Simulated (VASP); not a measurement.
Wanted: the native input for a VASP 6.6.1 run.

| Property | Result |
| --- | --- |
| Task | single point |
| Functional | PBEsol |
| Potentials or basis | VASP PAW PBE potentials, release 64 (Ti_sv, O) |
| Cutoff | 520 eV |
| k mesh | 6 × 6 × 8 |
| Occupations | gaussian, width 0.01 eV |
| Spin | no spin polarisation |
| Dipole correction | no |
| Further INCAR settings | ALGO = Normal; EDIFF = 1e-06; NBANDS = 33 |

The structure of TiO2 (Rutile) lies in POSCAR:

```
TiO2
1.0
    4.5171406813      0.0000000000      0.0000000000
    0.0000000000      4.5171406813      0.0000000000
    0.0000000000      0.0000000000      2.9159600626
Ti O
2 4
Direct
    0.0000000000      0.0000000000      0.0000000000
    0.5000000000      0.5000000000      0.5000000000
    0.3031703330      0.3031703330      0.0000000000
    0.1968296670      0.8031703330      0.5000000000
    0.6968296670      0.6968296670      0.0000000000
    0.8031703330      0.1968296670      0.5000000000
```

These files were run (other wordings do the same):

INCAR

```
ALGO = Normal ; EDIFF = 1E-6
ENCUT = 520 ; GGA = PS
ISIF = 2 ; ISMEAR = 0
LASPH = T ; LCHARG = F
LREAL = F ; LWAVE = F
NBANDS = 33 ; NELM = 80
PREC = Accurate ; SIGMA = 0.01
```

KPOINTS

```
k-points
0
Gamma
  6 6 8
```

Potentials or basis: VASP PAW PBE potentials, release 64 (Ti_sv, O).

The run is started by

```bash
$ cat potpaw_PBE.64/Ti_sv/POTCAR potpaw_PBE.64/O/POTCAR > POTCAR
$ mpirun -np 1 vasp_std > vasp.out
```

Results of the run:

```
Pressure               : 10.7 GPa
Largest force          : 0.021 eV/Å
Band gap on the k mesh : 1.87 eV, direct
```

Caveat: the PAW data sets were made with another functional, which shifts forces and pressure a little.

It took 66 s on 1 thread of Intel(R) Xeon(R) Platinum 8488C (Sapphire Rapids), with other jobs on the host, peak memory 0.22 GiB.
